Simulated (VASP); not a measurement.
# SiC (rocksalt type) (Fm-3m) in VASP: notebook

The runs below take SiC (rocksalt type) through relaxation of cell and atoms, with PBE.

Everything below comes from runs of VASP 6.6.1. Logs are shortened: lines on timing, memory, paths and dates and some standing lists are left out, and cuts for length are marked.

**1. The cell of the first run**

The structure is cubic, space group Fm-3m (No. 225). The conventional cell has a = 3.460 Å, b = 3.460 Å, c = 3.460 Å, α = 90.00°, β = 90.00°, γ = 90.00°. Within 2.3 Å of Si (site symmetry m-3m) lie 6 C at 1.73 Å. Within 2.3 Å of C (site symmetry m-3m) lie 6 Si at 1.73 Å.

**2. Relaxation of cell and atoms, PBE, target pressure 320 GPa, at which the enthalpy is minimised**

Contents of INCAR:

```
SYSTEM = SiC
  PREC = Accurate
  ENCUT = 600
  EDIFF = 1E-6
  ISMEAR = -1
  SIGMA = 0.05
  LREAL = .False.
  LASPH = .True.
  NELM = 60
  ALGO = Normal
  ISIF = 3
  LWAVE = .False.
  LCHARG = .False.
  GGA = PE
  IBRION = 2
  NSW = 60
  EDIFFG = -0.005
  PSTRESS = 3200.0
```

Contents of KPOINTS:

```
Automatic mesh
0
Gamma
  18 18 18
  0 0 0
```

Contents of POSCAR:

```
SiC
1.0
    0.0000000000      1.7299546793      1.7299546793
    1.7299546793      0.0000000000      1.7299546793
    1.7299546793      1.7299546793      0.0000000000
Si C
1 1
Direct
    0.0000000000      0.0000000000      0.0000000000
    0.5000000000      0.5000000000      0.5000000000
```

Potentials or basis: VASP PAW PBE potentials, release 64 (Si, C).

Launch:

```console
$ cat potpaw_PBE.64/Si/POTCAR potpaw_PBE.64/C/POTCAR > POTCAR
$ mpirun -np 1 vasp_std > vasp.out
```

OUTCAR:

```text
SYSTEM = SiC
   PREC = Accurate
   ENCUT = 600
   EDIFF = 1E-6
   ISMEAR = -1
   LREAL = .False.
   LASPH = .True.
   NELM = 60
   ISIF = 3
   GGA = PE
   IBRION = 2
   NSW = 60
   EDIFFG = -0.005
   PSTRESS = 3200.0

 ion  position               nearest neighbor table
   1  0.000  0.000  0.000-   2 1.73   2 1.73   2 1.73   2 1.73   2 1.73   2 1.73
   2  0.500  0.500  0.500-   1 1.73   1 1.73   1 1.73   1 1.73   1 1.73   1 1.73

  LATTYP: Found a face centered cubic cell.
 ALAT       =     3.4599093586

  Lattice vectors:

 A1 = (   0.0000000000,   1.7299546793,   1.7299546793)
 A2 = (   1.7299546793,   0.0000000000,   1.7299546793)
 A3 = (   1.7299546793,   1.7299546793,   0.0000000000)

Analysis of symmetry for initial positions (statically):
=====================================================================
 Subroutine PRICEL returns:
 Original cell was already a primitive cell.

 Routine SETGRP: Setting up the symmetry group for a
 face centered cubic supercell.

 Subroutine GETGRP returns: Found 48 space group operations
 (whereof 48 operations were pure point group operations)
 out of a pool of 48 trial point group operations.

The static configuration has the point symmetry O_h .

Analysis of symmetry for dynamics (positions and initial velocities):
=====================================================================
 Subroutine PRICEL returns:
 Original cell was already a primitive cell.

 Routine SETGRP: Setting up the symmetry group for a
 face centered cubic supercell.

 Subroutine GETGRP returns: Found 48 space group operations
 (whereof 48 operations were pure point group operations)
 out of a pool of 48 trial point group operations.

The dynamic configuration has the point symmetry O_h .

 Subroutine INISYM returns: Found 48 space group operations
 (whereof 48 operations are pure point group operations),
 and found     1 'primitive' translations

----------------------------------------------------------------------------------------

                                     Primitive cell

  volume of cell :      10.3546

  direct lattice vectors                    reciprocal lattice vectors
     0.000000000  1.729954679  1.729954679    -0.289024913  0.289024913  0.289024913
     1.729954679  0.000000000  1.729954679     0.289024913 -0.289024913  0.289024913
     1.729954679  1.729954679  0.000000000     0.289024913  0.289024913 -0.289024913

  length of vectors
     2.446525370  2.446525370  2.446525370     0.500605833  0.500605833  0.500605833

  position of ions in fractional coordinates (direct lattice)
     0.000000000  0.000000000  0.000000000
     0.500000000  0.500000000  0.500000000

  ion indices of the primitive-cell ions
   primitive index   ion index
                 1           1
                 2           2

----------------------------------------------------------------------------------------

 KPOINTS: Automatic mesh

Automatic generation of k-mesh.
 Grid dimensions read from file:
 generate k-points for:   18   18   18

 Generating k-lattice:

  Cartesian coordinates                     Fractional coordinates (reciprocal lattice)
    -0.016056940  0.016056940  0.016056940     0.055555556  0.000000000  0.000000000
     0.016056940 -0.016056940  0.016056940     0.000000000  0.055555556  0.000000000
     0.016056940  0.016056940 -0.016056940     0.000000000  0.000000000  0.055555556

  Length of vectors
     0.027811435  0.027811435  0.027811435

  Shift w.r.t. Gamma in fractional coordinates (k-lattice)
     0.000000000  0.000000000  0.000000000

 Subroutine IBZKPT returns following result:
 ===========================================

 Found    195 irreducible k-points:

 Following reciprocal coordinates:
            Coordinates               Weight
  0.000000  0.000000  0.000000      1.000000
  0.055556  0.000000  0.000000      8.000000
  0.111111  0.000000  0.000000      8.000000
  0.166667  0.000000  0.000000      8.000000
  0.222222  0.000000  0.000000      8.000000
  0.277778  0.000000  0.000000      8.000000
[... 16 lines left out ...]
 -0.277778  0.055556  0.000000     24.000000
 -0.222222  0.055556  0.000000     24.000000
 [... further k-points ...]
   k-points           NKPTS =    195   k-points in BZ     NKDIM =    195   number of bands    NBANDS=      8
   number of dos      NEDOS =    301   number of ions     NIONS =      2
   total plane-waves  NPLWV =   8000
   dimension x,y,z NGX =    20 NGY =   20 NGZ =   20
   dimension x,y,z NGXF=    40 NGYF=   40 NGZF=   40
   ions per type =               1   1
   NGX,Y,Z   is equivalent  to a cutoff of  13.59, 13.59, 13.59 a.u.
   NGXF,Y,Z  is equivalent  to a cutoff of  27.18, 27.18, 27.18 a.u.
 SYSTEM =  SiC
   PREC   = accura    normal or accurate (medium, high low for compatibility)
   ISTART =      0    job   : 0-new  1-cont  2-samecut
   ICHARG =      2    charge: 1-file 2-atom 10-const
   ISPIN  =      1    spin polarized calculation?
   LNONCOLLINEAR =      F non collinear calculations
   LSORBIT =      F    spin-orbit coupling
   LASPH  =      T    aspherical Exc in radial PAW
   ENCUT  =  600.0 eV  44.10 Ry    6.64 a.u.   4.89  4.89  4.89*2*pi/ulx,y,z
   NELM   =     60;   NELMIN=  2; NELMDL= -5     # of ELM steps
   EDIFF  = 0.1E-05   stopping-criterion for ELM
   LREAL  =      F    real-space projection
   EDIFFG = -.5E-02   stopping-criterion for IOM
   NSW    =     60    number of steps for IOM
   IBRION =      2    ionic relax: 0-MD 1-quasi-New 2-CG
   NFREE  =      1    steps in history (QN), initial steepest desc. (CG)
   ISIF   =      3    stress and relaxation
   ISYM   =      2    0-nonsym 1-usesym 2-fastsym
   POTIM  = 0.5000    time-step for ionic-motion
   TEBEG  =    0.0;   TEEND  =   0.0 temperature during run
   PSTRESS= 3200.0 pullay stress
   NELECT =       8.0000    total number of electrons
   NUPDOWN=      -1.0000    fix difference up-down
   EMIN   =  10.00;   EMAX   =-10.00  energy-range for DOS
   EFERMI =   0.00;   METHOD = LEGACY
   ISMEAR =    -1;   SIGMA  =   0.05  broadening in eV -4-tet -1-fermi 0-gaus
   EFERMI_NEDOS =   21; number of points for ismear=-14 and -15
   IALGO  =     38    algorithm
   IMIX   =      4    mixing-type and parameters
     AMIX     =   0.40;   BMIX     =  1.00
     AMIX_MAG =   1.60;   BMIX_MAG =  1.00
  volume/ion in A,a.u.               =       5.18        34.94
  Fermi-wavevector in a.u.,A,eV,Ry     =   1.502197  2.838740 30.702833  2.256595
  Thomas-Fermi vector in A             =   2.613469
   LORBIT       =      0    0 simple, 1 ext, 2 COOP (PROOUT), +10 PAW based schemes
   GGA     = PE    functional components
   LHFCALC =     F    Hartree Fock is set to
   AEXX    =    0.0000 exact exchange contribution
   IVDW    =     0    specifies the selected vdW correction
   LEPSILON=     F    determine dielectric tensor
   LRPA    =     F    only Hartree local field effects (RPA)
 conjugate gradient relaxation of ions
 non-spin polarized calculation
  energy-cutoff  :      600.00
  volume of cell :       10.35
 maximum number of plane-waves:       355
   NGX =  9   NGY =  9   NGZ =  9

--------------------------------------- Ionic step        1  -------------------------------------------

 number of electron       8.0000000 magnetization

 Free energy of the ion-electron system (eV)
  ---------------------------------------------------
  ext. energy  EPLUGINS =         0.00000000
  ---------------------------------------------------
  free energy    TOTEN  =        -9.35405709 eV

  energy without entropy =       -9.35372064  energy(sigma->0) =       -9.35388887

------------------------ aborting loop because EDIFF is reached ----------------------------------------

  FORCE on cell =-STRESS in cart. coord.  units (eV):
  Direction    XX          YY          ZZ          XY          YZ          ZX
  --------------------------------------------------------------------------------------
  -------------------------------------------------------------------------------------
  Total       20.5248118     20.5248118     20.5248118      0.0000000      0.0000000      0.0000000
  in kB     3175.8179048   3175.8179048   3175.8179048      0.0000000      0.0000000      0.0000000
  external PRESSURE =     -24.1820952 kB  Pullay stress =    3200.0000000 kB
[... 61 lines left out ...]
  enthalpy is  TOTEN    =        11.3305456196 eV   P V=       20.4480864759

--------------------------------------- Ionic step        3  -------------------------------------------

 number of electron       8.0000000 magnetization

 Free energy of the ion-electron system (eV)
  ---------------------------------------------------
  ext. energy  EPLUGINS =         0.00000000
  ---------------------------------------------------
  free energy    TOTEN  =        -9.31485339 eV

  energy without entropy =       -9.31451284  energy(sigma->0) =       -9.31468311

 E-fermi :  21.0934     XC(G=0): -14.9755

 val. band max:       21.0695732813   @ k =   0.4444   0.4444   0.0000
 cond. band min:      21.1196998538   @ k =   0.0000   0.0000   0.0000
 fundamental gap:      0.0501265725
 Fermi energy:        21.0933879715

 k-point     1 :       0.0000    0.0000    0.0000
  band No.  band energies     occupation
      1      -3.7264      2.00000
      2      21.1197      0.74279
      3      21.1197      0.74279
      4      21.1197      0.74278
      5      30.0536      0.00000
      6      30.0536      0.00000
      7      30.0536      0.00000
      8      37.4636      0.00000
[... 243 lines left out ...]
 k-point    24 :      -0.2222    0.0556    0.0000
  band No.  band energies     occupation
      1      -1.7431      2.00000
      2      14.0062      2.00000
      3      18.6019      2.00000
      4      19.9308      2.00000
      5      29.8648      0.00000
      6      30.8164      0.00000
      7      31.4939      0.00000
      8      34.6736      0.00000

 [... further k-points ...]

------------------------ aborting loop because EDIFF is reached ----------------------------------------

  FORCE on cell =-STRESS in cart. coord.  units (eV):
  Direction    XX          YY          ZZ          XY          YZ          ZX
  --------------------------------------------------------------------------------------
  -------------------------------------------------------------------------------------
  Total       20.6433594     20.6433594     20.6433594     -0.0000000     -0.0000000      0.0000000
  in kB     3200.2506476   3200.2506476   3200.2506476     -0.0000000     -0.0000000      0.0000000
  external PRESSURE =       0.2506476 kB  Pullay stress =    3200.0000000 kB
[... 17 lines left out ...]
  FREE ENERGIE OF THE ION-ELECTRON SYSTEM (eV)
  ---------------------------------------------------
  free  energy   TOTEN  =        -9.3148533867 eV

  energy  without entropy=       -9.3145128355  energy(sigma->0) =       -9.31468311

  enthalpy is  TOTEN    =        11.3268891669 eV   P V=       20.6417425536

 reached required accuracy - stopping structural energy minimisation
```

It took 53 s on 1 thread of Intel Xeon 8259CL, shared host; peak memory 0.14 GiB.

What came out:

| Item | Value |
| --- | --- |
| Free energy | -9.3149 eV |
| Relaxed volume | 5.17 Å³/atom |
| Relaxed cell | a = 2.445 Å, b = 2.445 Å, c = 2.445 Å, α = 60.00°, β = 60.00°, γ = 60.00° |
| Space group after relaxing (to 0.1 Å) | Fm-3m (No. 225) |
| Energy change on relaxing (the run minimises the enthalpy) | +19.6 meV/atom |
| Ionic steps | 3 |
| Pressure after relaxing | 320.0 GPa |
| Band gap on the k mesh | zero (bands 4 and 5 overlap by 0.20 eV) |

The path:
```tsv
step	energy change (eV)	largest force (eV/Å)	pressure (GPa)	volume (Å³)
1	0.0000	0.0000	317.58	10.35
2	0.2365	0.0000	332.19	10.24
3	0.0392	0.0000	320.03	10.33
```

Final structure:
```yaml
crystal:
  lattice:
    - [0.00000, 1.72886, 1.72886]
    - [1.72886, 0.00000, 1.72886]
    - [1.72886, 1.72886, 0.00000]
  atoms:
    - { symbol: Si, position: [0.00000, 0.00000, 0.00000] }
    - { symbol: C, position: [0.50000, 0.50000, 0.50000] }
```

Caveat: the cell is relaxed towards a set pressure, so the run minimises the enthalpy, not the energy; semilocal functionals underestimate gaps, so a narrow gap can read as zero.

**3. Relaxation of cell and atoms, PBE, target pressure 320 GPa, at which the enthalpy is minimised**

Contents of INCAR:

```
PREC = Accurate ; ENCUT = 600
EDIFF = 1E-7 ; ISMEAR = -1
SIGMA = 0.05 ; LREAL = F
LASPH = T ; NELM = 60
ALGO = Normal ; ISIF = 3
LWAVE = F ; LCHARG = F
GGA = PE ; IBRION = 2
NSW = 32 ; EDIFFG = -0.005
PSTRESS = 3200.0
```

Contents of KPOINTS:

```
regular mesh
0
Gamma
  18 18 18
```

Contents of POSCAR:

```
SiC
1.0
    0.0000000000      1.7292865305      1.7292865305
    1.7292865305      0.0000000000      1.7292865305
    1.7292865305      1.7292865305      0.0000000000
Si C
1 1
Direct
    0.0000000000      0.0000000000      0.0000000000
    0.5000000000      0.5000000000      0.5000000000
```

Potentials or basis: VASP PAW PBE potentials, release 64 (Si, C).

Launch:

```console
$ cat potpaw_PBE.64/Si/POTCAR potpaw_PBE.64/C/POTCAR > POTCAR
$ mpirun -np 1 vasp_std > vasp.out
```

It took 58 s on 1 thread of Intel Xeon 8259CL, shared host; peak memory 0.14 GiB.

It converged, with:

* Free energy: -9.3149 eV
* Relaxed volume: 5.17 Å³/atom
* Relaxed cell: a = 2.445 Å, b = 2.445 Å, c = 2.445 Å, α = 60.00°, β = 60.00°, γ = 60.00°
* Space group after relaxing (to 0.1 Å): Fm-3m (No. 225)
* Energy change on relaxing (the run minimises the enthalpy): +7.7 meV/atom
* Ionic steps: 3
* Pressure after relaxing: 320.0 GPa
* Band gap on the k mesh: zero (bands 4 and 5 overlap by 0.20 eV)

The path:
| step | energy change (eV) | largest force (eV/Å) | pressure (GPa) | volume (Å³) |
| --- | --- | --- | --- | --- |
| 1 | 0.0000 | 0.0000 | 319.08 | 10.34 |
| 2 | 0.0893 | 0.0000 | 324.59 | 10.30 |
| 3 | 0.0153 | 0.0000 | 320.02 | 10.33 |

Final structure:
```
CELL_PARAMETERS angstrom
0.00000 1.72886 1.72886
1.72886 0.00000 1.72886
1.72886 1.72886 0.00000
ATOMIC_POSITIONS crystal
Si 0.00000 0.00000 0.00000
C 0.50000 0.50000 0.50000
```

Levels at points of the mesh, in eV from the Fermi level:
```csv
k point,band 1,band 2,band 3,band 4,band 5,band 6,band 7,band 8
"(0.00, 0.00, 0.00)",-24.82,0.03,0.03,0.03,8.96,8.96,8.96,16.37
"(0.50, 0.00, 0.00)",-17.51,-16.04,-2.71,-2.71,8.00,8.00,9.13,15.14
"(0.50, 0.50, 0.00)",-14.79,-14.28,-6.43,-6.43,-0.17,3.15,22.28,23.15
```

Caveat: the cell is relaxed towards a set pressure, so the run minimises the enthalpy, not the energy; semilocal functionals underestimate gaps, so a narrow gap can read as zero.
